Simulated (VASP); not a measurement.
Set up this calculation in VASP 6.6.1, as the native input.

| Quantity | Value |
| --- | --- |
| Task | single point |
| Functional | PBE |
| Dispersion | D3(BJ) |
| Potentials or basis | VASP PAW PBE potentials, release 64 (W_sv, S) |
| Cutoff | 520 eV |
| k mesh | 12 × 12 × 12 |
| Occupations | gaussian, width 0.05 eV |
| Spin | no spin polarisation |
| Dipole correction | no |
| Further INCAR settings | ALGO = Normal; EDIFF = 1e-07; NBANDS = 20 |

The structure of WS2 lies in POSCAR:

```
WS2
1.0
    1.6259500000      0.9387426702      6.9092666667
   -1.6259500000      0.9387426702      6.9092666667
    0.0000000000     -1.8774853404      6.9092666667
W S
1 2
Direct
    0.9993440419      0.9993440419      0.9993440419
    0.7527816504      0.7527816504      0.7527816504
    0.5791743077      0.5791743077      0.5791743077
```

The input as run:

INCAR

```
SYSTEM = WS2
PREC = Accurate
ENCUT = 520
EDIFF = 1E-7
ISMEAR = 0
SIGMA = 0.05
LREAL = .False.
LASPH = .True.
NELM = 60
ALGO = Normal
ISIF = 2
LWAVE = .False.
LCHARG = .False.
GGA = PE
IVDW = 12
NBANDS = 20
```

KPOINTS

```
regular mesh
0
Gamma
  12 12 12
  0 0 0
```

Potentials or basis: VASP PAW PBE potentials, release 64 (W_sv, S).

The run is started by

```bash
$ cat potpaw_PBE.64/W_sv/POTCAR potpaw_PBE.64/S/POTCAR > POTCAR
$ mpirun -np 1 vasp_std > vasp.out
```

It gave:

```
Pressure                   : -21.8 GPa
Largest force              : 3.467 eV/Å
Band gap on the k mesh     : 0.98 eV, indirect (least direct gap 1.71 eV)
Dispersion energy per atom : -0.356 eV
```

Caveat: spin-orbit coupling is left out, which moves the levels of the heavy elements; forces of over 1 eV/Å act on the atoms, so gaps and moduli don't describe the material at rest.

Run time: 16 min on 1 thread of Intel(R) Xeon(R) Platinum 8175M CPU @ 2.50GHz (Skylake/Cascade Lake), with other jobs on the host, peak memory 0.5 GiB.
